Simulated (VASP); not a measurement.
Wanted: the native input for a VASP 6.6.1 run.

```yaml
Task: electric field gradients
Functional: PBE
Potentials_or_basis: VASP PAW PBE potentials, release 64 (Ti_sv, Si)
Cutoff: 520 eV
k_mesh: 8 × 8 × 8
Occupations: fermi-dirac, width 0.08 eV
Spin: no spin polarisation
Dipole_correction: no
Further_INCAR_settings: ALGO = Normal; EDIFF = 1e-08; NBANDS = 29
```

The structure of TiSi2 lies in POSCAR:

```
TiSi2
1.0
    0.0837950000      4.1606150000      4.3026800000
    2.4291150000      0.0664800000      4.2853650000
    2.4276800000      4.1418650000      0.0650450000
Ti Si
2 4
Direct
    0.7500000000      0.7500000000      0.7500000000
    0.5000000000      0.5000000000      0.5000000000
    0.0830000000      0.4170000000      0.0830000000
    0.4170000000      0.0830000000      0.4170000000
    0.1670000000      0.8330000000      0.1670000000
    0.8330000000      0.1670000000      0.8330000000
```

This cell differs from its parent crystal: equal xy, yz and zx shear strains of +2 %.

One way to write it, as run:

INCAR

```
PREC     = Accurate       # precision mode
ENCUT    = 520            # plane-wave cutoff, eV
EDIFF    = 1E-8           # SCF threshold, eV
ISMEAR   = -1             # smearing method
SIGMA    = 0.08           # smearing width, eV
LREAL    = False          # projectors in reciprocal space
LASPH    = True           # aspherical terms in the spheres
NELM     = 60             # most SCF steps
ALGO     = Normal         # electronic algorithm
ISIF     = 2              # what is computed and relaxed
LWAVE    = False          # write WAVECAR
LCHARG   = False          # write CHGCAR
GGA      = PE             # functional
LEFG     = True         
NBANDS   = 29             # bands
```

KPOINTS

```
regular mesh
0
Gamma
  8 8 8
```

Potentials or basis: VASP PAW PBE potentials, release 64 (Ti_sv, Si).

Run with:

```bash
$ cat potpaw_PBE.64/Ti_sv/POTCAR potpaw_PBE.64/Si/POTCAR > POTCAR
$ mpirun -np 1 vasp_std > vasp.out
```

It gave:

* Pressure: 2.5 GPa
* Largest force: 0.270 eV/Å
* Band gap on the k mesh: zero (bands 20 and 21 overlap by 1.83 eV)
* Largest electric field gradient by atom: Ti +13.6; Si -37.9, -32.0 (each value once) V/Å²

Caveat: the cell differs from its parent crystal (equal xy, yz and zx shear strains of +2 %); without QUAD_EFG the Cq values of the log hold for a quadrupole moment of 1 mb, not for the nuclei.

It took 25 min on 1 thread of Oxide Virtual Turin-like Processor, with other jobs on the host, peak memory 0.59 GiB.
